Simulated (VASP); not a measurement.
A run of VASP 6.6.1:

INCAR

```
SYSTEM = Ag
PREC = Accurate ; ENCUT = 520
EDIFF = 1E-6 ; ISMEAR = 0
SIGMA = 0.1 ; LREAL = .False.
LASPH = .True. ; NELM = 100
ALGO = Normal ; ISIF = 2
LWAVE = .False. ; LCHARG = .True.
GGA = PE ; LELF = .True.
LVHAR = .True. ; NBANDS = 24
ISYM = 0
```

KPOINTS

```
regular mesh
0
Gamma
  12 12 5
  0 0 0
```

The input POSCAR:

```
Ag
1.0
    2.9355691563      0.0000000000      0.0000000000
   -1.4677845782      2.5422774640      0.0000000000
    1.4677845782      0.8474258213      7.1833202733
Ag
3
Direct
    0.0000000000      0.0000000000      0.0000000000
    0.4445852657      0.2222926329      0.3331221014
    0.5554147343      0.7777073671      0.6668778986
```

Potentials or basis: VASP PAW PBE potentials, release 64 (Ag).

Command:

```bash
$ cat potpaw_PBE.64/Ag/POTCAR > POTCAR
$ mpirun -np 1 vasp_std > vasp.out
```

Hardware: 1 thread of Intel Xeon 8259CL, on a shared host.

Q: How long does it take, and how much memory?

A: It took 5.7 min on 1 thread of Intel Xeon 8259CL, on a shared host, peak memory 0.45 GiB. Counts: scf iterations 12, k points 362.
